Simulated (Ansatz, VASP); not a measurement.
**One calculation of TaPbO4, two programs**

```
Ta Pb O
1.0
     3.61812    0.00000    0.00000
     0.00000    3.61812    0.00000
     0.00000    0.00000    5.47121
Ta Pb O
1 1 4
Direct
  0.00000 0.00000 0.00000
  0.50000 0.50000 0.50000
  0.50000 0.00000 0.78501
  0.00000 0.50000 0.21499
  0.50000 0.00000 0.21499
  0.00000 0.50000 0.78501
```

Change from the starting cell: species swapped into the CePrO4 type (P4/mmm, No. 123).

Alike in both runs: functional PBE; k mesh 4 × 4 × 4; occupations gaussian, width 0.1 eV; no spin polarisation.

Ansatz relaxed the structure, and its values are those at the end. VASP's run is a single point on that final structure, the one shown.

|  | VASP | Ansatz |
| --- | --- | --- |
| version | VASP 6.6.1 | Ansatz 0.2.0 |
| potentials or method | VASP PAW PBE potentials, release 64 (Ta_pv, Pb_d, O), cutoff 600 eV | scalar-relativistic, plane waves, PAW |
| valence electrons in the cell | 49 | 51 |

```csv
,VASP,Ansatz,Ansatz less VASP
gap on the k mesh at the Fermi level (eV),none,none,-
pressure (GPa),0.0,-0.1,-0.15
rms of the force components (eV/Å),0.015,0.003,-0.0126
```

A gap of «none» marks a metal or a gap that the smearing closes. VASP's potentials hold 49 valence electrons a cell and Ansatz's 51, so a difference there can come from the potentials and not from the codes.

The k mesh is coarse, so the values compare programs but aren't converged. Spin-orbit coupling is off throughout.
